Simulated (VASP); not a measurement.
Wanted: the native input for a VASP 6.6.1 run.

```yaml
Task: single point
Functional: PBE
Dispersion: D3(BJ)
Potentials_or_basis: VASP PAW PBE potentials, release 64 (P)
Cutoff: 520 eV
k_mesh: 24 × 24 × 24
Occupations: gaussian, width 0.15 eV
Spin: no spin polarisation
Dipole_correction: no
Further_INCAR_settings: ALGO = Normal; EDIFF = 1e-07; NBANDS = 12
```

The structure of P lies in POSCAR:

```
P
1.0
    1.7373311071      1.0030485823      2.8405410977
   -1.7373311071      1.0030485823      2.8405410977
    0.0000000000     -2.0060971646      2.8405410977
P
2
Direct
    0.2336660455      0.2336660455      0.2336660455
    0.7663339545      0.7663339545      0.7663339545
```

This cell differs from its parent crystal: ratio of the length along z to the lengths across it x 0.96, volume and fractional coordinates fixed.

One way to write it, as run:

INCAR

```
PREC = Accurate
ENCUT = 520
EDIFF = 1E-7
ISMEAR = 0
SIGMA = 0.15
LREAL = False
LASPH = True
NELM = 60
ALGO = Normal
ISIF = 2
LWAVE = False
LCHARG = False
GGA = PE
IVDW = 12
NBANDS = 12
```

KPOINTS

```
regular mesh
0
Gamma
  24 24 24
```

Potentials or basis: VASP PAW PBE potentials, release 64 (P).

Run with:

```sh
$ cat potpaw_PBE.64/P/POTCAR > POTCAR
$ mpirun -np 1 vasp_std > vasp.out
```

It gave:

The pressure is -1.2 GPa and the largest force is 0.093 eV/Å. The band gap on the k mesh is zero (bands 5 and 6 overlap by 1.50 eV). The dispersion energy per atom is -0.476 eV.

Caveat: the stress differs along the axes, from -3 to 2 GPa.

Wall time 6 min on 1 thread of Intel(R) Xeon(R) Platinum 8488C (Sapphire Rapids), on a shared host, peak memory 0.45 GiB.
